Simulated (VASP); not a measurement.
# AlCo (P6_3/mmc) in VASP: single point with PBE

Aim: the single point of AlCo with PBE.

Program: VASP 6.6.1. These are calculated values, not measurements. Logs are shortened: lines on timing, memory, paths and dates and some standing lists are left out, and cuts for length are marked.

### 1 The cell of the first run

Symmetry: P6_3/mmc, No. 194, hexagonal system. Conventional cell: a = 3.675 Å, b = 3.675 Å, c = 4.343 Å, α = 90.00°, β = 90.00°, γ = 120.00°. Al (site symmetry -6m2) has 6 Co at 2.38 Å and 6 Al at 3.04 Å within 3.1 Å. Co (site symmetry -3m) has 2 Co at 2.17 Å and 6 Al at 2.38 Å within 2.9 Å.

The cell was generated, and may not be a known phase.

### 2 Single point, PBE, collinear spin, ferromagnetic start

INCAR

```
SYSTEM = AlCo
PREC = Accurate ; ENCUT = 690
EDIFF = 1E-6 ; ISMEAR = 0
SIGMA = 0.1 ; LREAL = .False.
LASPH = .True. ; NELM = 200
ALGO = Normal ; ISIF = 2
LWAVE = .False. ; LCHARG = .True.
ISPIN = 2 ; MAGMOM = 0 0 3 3
LORBIT = 11 ; LMAXMIX = 4
GGA = PE ; LELF = .True.
LVHAR = .True. ; NBANDS = 32
GGA_COMPAT = .False.
```

KPOINTS

```
regular mesh
0
Gamma
  6 6 4
  0 0 0
```

POSCAR

```
AlCo
1.0
    3.6751274200      0.0000000000      0.0000000000
   -1.8375637100      3.1827537100      0.0000000000
    0.0000000000      0.0000000000      4.3430052800
Al Co
2 2
Direct
    0.3333333300      0.6666666700      0.2500000000
    0.6666666700      0.3333333300      0.7500000000
    0.0000000000      0.0000000000      0.5000000000
    0.0000000000      0.0000000000      0.0000000000
```

Potentials or basis: VASP PAW PBE potentials, release 64 (Al, Co_sv).

Run with:

```bash
> cat potpaw_PBE.64/Al/POTCAR potpaw_PBE.64/Co_sv/POTCAR > POTCAR
> mpirun -np 1 vasp_std > vasp.out
```

OUTCAR:

```text
SYSTEM = AlCo
   PREC = Accurate
   ENCUT = 690
   EDIFF = 1E-6
   ISMEAR = 0
   LREAL = .False.
   LASPH = .True.
   NELM = 200
   ISIF = 2
   ISPIN = 2
   LORBIT = 11
   GGA = PE

 ion  position               nearest neighbor table
   1  0.333  0.667  0.250-   3 2.38   4 2.38   3 2.38   4 2.38   3 2.38   4 2.38   2 3.04   2 3.04
                             2 3.04   2 3.04   2 3.04   2 3.04
   2  0.667  0.333  0.750-   3 2.38   4 2.38   3 2.38   4 2.38   3 2.38   4 2.38   1 3.04   1 3.04
                             1 3.04   1 3.04   1 3.04   1 3.04
   3  0.000  0.000  0.500-   4 2.17   4 2.17   1 2.38   2 2.38   2 2.38   1 2.38   2 2.38   1 2.38

   4  0.000  0.000  0.000-   3 2.17   3 2.17   1 2.38   2 2.38   2 2.38   1 2.38   2 2.38   1 2.38

  LATTYP: Found a hexagonal cell.
 ALAT       =     3.6751274200
 C/A-ratio  =     1.1817291712

  Lattice vectors:

 A1 = (   3.6751274200,   0.0000000000,   0.0000000000)
 A2 = (  -1.8375637100,   3.1827537100,   0.0000000000)
 A3 = (   0.0000000000,   0.0000000000,   4.3430052800)

Analysis of symmetry for initial positions (statically):
=====================================================================
 Subroutine PRICEL returns:
 Original cell was already a primitive cell.

 Routine SETGRP: Setting up the symmetry group for a
 hexagonal supercell.

 Subroutine GETGRP returns: Found 24 space group operations
 (whereof 12 operations were pure point group operations)
 out of a pool of 24 trial point group operations.

The static configuration has the point symmetry D_3d.
 The point group associated with its full space group is D_6h.

Analysis of symmetry for dynamics (positions and initial velocities):
=====================================================================
 Subroutine PRICEL returns:
 Original cell was already a primitive cell.

 Routine SETGRP: Setting up the symmetry group for a
 hexagonal supercell.

 Subroutine GETGRP returns: Found 24 space group operations
 (whereof 12 operations were pure point group operations)
 out of a pool of 24 trial point group operations.

The dynamic configuration has the point symmetry D_3d.
 The point group associated with its full space group is D_6h.

Analysis of structural, dynamic, and magnetic symmetry:
=====================================================================
 Subroutine PRICEL returns:
 Original cell was already a primitive cell.

 Routine SETGRP: Setting up the symmetry group for a
 hexagonal supercell.

 Subroutine GETGRP returns: Found 24 space group operations
 (whereof 12 operations were pure point group operations)
 out of a pool of 24 trial point group operations.

The overall configuration has the point symmetry D_3d.
 The point group associated with its full space group is D_6h.

[... 129 lines left out ...]
 spin polarized calculation
 Gauss-broadening in eV      SIGMA  =   0.10
  energy-cutoff  :      690.00
  volume of cell :       50.80
 maximum number of plane-waves:      2106
 NGX is ok and might be reduce to    32
   NGX = 15   NGY = 15   NGZ = 19

 number of electron      40.0000033 magnetization       1.2420832

 Free energy of the ion-electron system (eV)
  ---------------------------------------------------
  ext. energy  EPLUGINS =         0.00000000
  ---------------------------------------------------
  free energy    TOTEN  =       -21.36176714 eV

  energy without entropy =      -21.33942024  energy(sigma->0) =      -21.35059369

 E-fermi :   9.6600     XC(G=0): -11.8916

 val. band max:        9.6459154848   @ k =   0.1667   0.0000   0.2500
 cond. band min:       9.6692117592   @ k =   0.5000  -0.0000   0.0000
 fundamental gap:      0.0232962744
 Fermi energy:         9.6599519702

 spin component 1

 k-point     1 :       0.0000    0.0000    0.0000
  band No.  band energies     occupation
      1     -85.2302      1.00000
      2     -85.1320      1.00000
      3     -49.1769      1.00000
      4     -48.5285      1.00000
      5     -48.3397      1.00000
      6     -48.3397      1.00000
[... 724 lines left out ...]
     31      22.5234      0.00000
     32      22.5234      0.00000
 Fermi energy:         9.6599519702

 spin component 2

 k-point     1 :       0.0000    0.0000    0.0000
  band No.  band energies     occupation
      1     -84.4256      1.00000
      2     -84.3261      1.00000
      3     -48.1773      1.00000
      4     -47.6727      1.00000
      5     -47.6727      1.00000
      6     -47.5966      1.00000
[... 724 lines left out ...]
     31      22.5747      0.00000
     32      22.5747      0.00000

------------------------ aborting loop because EDIFF is reached ----------------------------------------

  FORCE on cell =-STRESS in cart. coord.  units (eV):
  Direction    XX          YY          ZZ          XY          YZ          ZX
  --------------------------------------------------------------------------------------
  -------------------------------------------------------------------------------------
  Total        5.5052921      5.5052921      8.6742645      0.0000000     -0.0000000      0.0000000
  in kB      173.6301572    173.6301574    273.5756562      0.0000000     -0.0000000      0.0000000
  external PRESSURE =     206.9453236 kB  Pullay stress =       0.0000000 kB

 VOLUME and BASIS-vectors are now :
 -----------------------------------------------------------------------------
  energy-cutoff  :      690.00
  volume of cell :       50.80
      direct lattice vectors                 reciprocal lattice vectors
     3.675127420  0.000000000  0.000000000     0.272099409  0.157096667  0.000000000
    -1.837563710  3.182753710  0.000000000     0.000000000  0.314193334  0.000000000
     0.000000000  0.000000000  4.343005280     0.000000000  0.000000000  0.230255304

 POSITION                                       TOTAL-FORCE (eV/Angst)
 -----------------------------------------------------------------------------------
     -0.00000      2.12184      1.08575         0.000000      0.000000      0.000000
      1.83756      1.06092      3.25725        -0.000000     -0.000000      0.000000
      0.00000      0.00000      2.17150         0.000000      0.000000      0.000000
      0.00000      0.00000      0.00000        -0.000000      0.000000      0.000000
 -----------------------------------------------------------------------------------
    total drift:                               -0.000006      0.000003      0.000000

  FREE ENERGIE OF THE ION-ELECTRON SYSTEM (eV)
  ---------------------------------------------------
  free  energy   TOTEN  =       -21.3617671397 eV

  energy  without entropy=      -21.3394202350  energy(sigma->0) =      -21.35059369

 total charge

# of ion       s       p       d       tot
------------------------------------------
    1        0.446   0.394   0.000   0.840
    2        0.446   0.394   0.000   0.840
    3        2.306   6.130   6.873  15.309
    4        2.306   6.130   6.873  15.309
--------------------------------------------------
tot          5.504  13.048  13.746  32.299

 magnetization (x)

# of ion       s       p       d       tot
------------------------------------------
    1       -0.003  -0.013   0.000  -0.015
    2       -0.003  -0.013   0.000  -0.015
    3        0.001   0.004   0.660   0.664
    4        0.001   0.004   0.660   0.664
--------------------------------------------------
tot         -0.004  -0.018   1.320   1.298
```

OSZICAR:

```text
N       E                     dE             d eps       ncg     rms          rms(c)
DAV:   1     0.733464498333E+03    0.73346E+03   -0.24020E+04  3600   0.322E+03
DAV:   2     0.370551476882E+02   -0.69641E+03   -0.66143E+03  3992   0.927E+02
DAV:   3    -0.217185720311E+02   -0.58774E+02   -0.58052E+02  4048   0.233E+02
DAV:   4    -0.228253744044E+02   -0.11068E+01   -0.11045E+01  3552   0.318E+01
DAV:   5    -0.229268375726E+02   -0.10146E+00   -0.10146E+00  4200   0.145E+01    0.257E+01
DAV:   6    -0.324250953899E+02   -0.94983E+01   -0.58644E+01  3776   0.153E+02    0.476E+01
DAV:   7    -0.214108666546E+02    0.11014E+02   -0.36565E+01  3472   0.977E+01    0.650E+00
DAV:   8    -0.214027188214E+02    0.81478E-02   -0.15907E+00  4256   0.132E+01    0.297E+00
DAV:   9    -0.213641454684E+02    0.38573E-01   -0.13680E-01  3824   0.540E+00    0.144E+00
DAV:  10    -0.213617171014E+02    0.24284E-02   -0.21267E-02  3792   0.155E+00    0.724E-01
DAV:  11    -0.213614175904E+02    0.29951E-03   -0.24051E-03  4224   0.602E-01    0.461E-01
DAV:  12    -0.213615462058E+02   -0.12862E-03   -0.64923E-04  4312   0.341E-01    0.234E-01
DAV:  13    -0.213616755857E+02   -0.12938E-03   -0.23150E-04  3976   0.228E-01    0.116E-01
DAV:  14    -0.213617300035E+02   -0.54418E-04   -0.10773E-04  4712   0.119E-01    0.633E-02
DAV:  15    -0.213617587084E+02   -0.28705E-04   -0.69941E-05  4560   0.931E-02    0.262E-02
DAV:  16    -0.213617660136E+02   -0.73051E-05   -0.16945E-05  4136   0.451E-02    0.112E-02
DAV:  17    -0.213617670532E+02   -0.10397E-05   -0.25830E-06  1760   0.175E-02    0.506E-03
DAV:  18    -0.213617671397E+02   -0.86412E-07   -0.44733E-07  1552   0.117E-02
   1 F= -.21361767E+02 E0= -.21350594E+02  d E =-.223469E-01  mag=     1.2413
```

stdout:

```text
POSCAR found type information on POSCAR AlCo
 POSCAR found :  2 types and       4 ions
 scaLAPACK will be used
 LDA part: xc-table for (Slater+PW92), standard interpolation
 POSCAR, INCAR and KPOINTS ok, starting setup
 FFT: planning ... GRIDC
 FFT: planning ... GRID_SOFT
 FFT: planning ... GRID
 WAVECAR not read
 entering main loop
```

Wall time 1.8 min (1 thread of Intel Xeon Platinum 8259CL at 2.50GHz (Skylake/Cascade Lake), shared host); peak memory 0.27 GiB.

Results:

* Free energy: -21.3618 eV
* Pressure: 20.7 GPa
* Net moment: 1.24 μB per cell
* Site moments: Al -0.01; Co +0.66 μB
* Valence electrons inside the program's atomic spheres: Al 0.84; Co 15.31

Stress tensor (GPa, compression positive):
```
17.36  0.00  0.00
 0.00 17.36  0.00
 0.00  0.00 27.36
```

Caveat: the k points lie up to 0.36 Å⁻¹ apart.
